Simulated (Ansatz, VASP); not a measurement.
**Ru: VASP beside Ansatz**

The input INCAR:

```
PREC = Accurate
ENCUT = 560
EDIFF = 1E-6
ISMEAR = 1
SIGMA = 0.01
LREAL = False
LASPH = True
NELM = 120
ALGO = Normal
ISIF = 2
LWAVE = False
LCHARG = False
GGA = CA
NBANDS = 23
GGA_COMPAT = False
```

KPOINTS

```
regular mesh
0
Gamma
  13 13 8
```

POSCAR

```
Ru
1.0
    2.6775346364      0.0000000000      0.0000000000
   -1.3387673182      2.3188130146      0.0000000000
    0.0000000000      0.0000000000      4.2181251212
Ru
2
Direct
    0.3333333333      0.6666666667      0.2500000000
    0.6666666667      0.3333333333      0.7500000000
```

Input for Ansatz:

```yaml
crystal:
  lattice:
    - [2.6775346364, 0.0, 0.0]
    - [-1.3387673182, 2.3188130146, 0.0]
    - [0.0, 0.0, 4.2181251212]
  atoms:
    - { symbol: Ru, position: [0.3333333333, 0.6666666667, 0.25] }
    - { symbol: Ru, position: [0.6666666667, 0.3333333333, 0.75] }
hamiltonian:
  xc: lda
  pseudopotentials:
    kind: paw
    azcp:
      Ru: "pseudopotentials/Ru.paw.azcp"
basis:
  ecutwfc: 420
  fft_grid_basis: typed
kpoints:
  mp_grid: { grid: [13, 13, 8], shift: [0, 0, 0] }
magnetization:
  spin_polarized: false
scf:
  occupations: { method: methfessel_paxton, width: 0.01 }
  lower_state_search: "off"
output:
  stress: true
```

Alike in both runs: task single point; functional LDA; k mesh 13 × 13 × 8; occupations methfessel-paxton of order 1, width 0.01 eV; no spin polarisation.

```csv
,VASP,Ansatz
version,VASP 6.6.1,Ansatz 0.2.0
potentials or method,"VASP PAW LDA potentials, release 64 (Ru_sv), cutoff 560 eV","plane waves (420 eV) with PAW, scalar-relativistic"
valence electrons in the cell,32,32
```

```csv
,VASP,Ansatz,Ansatz less VASP
pressure (GPa),0.4,-0.2,-0.58
"traceless stress, the component that is largest in VASP (GPa)",-0.46,-0.47,-0.007
```

Ansatz warns that its potentials were made for another functional, while VASP's fit it. LDA's correlation is that of Perdew and Zunger in VASP and of Perdew and Wang (1992) in Ansatz.
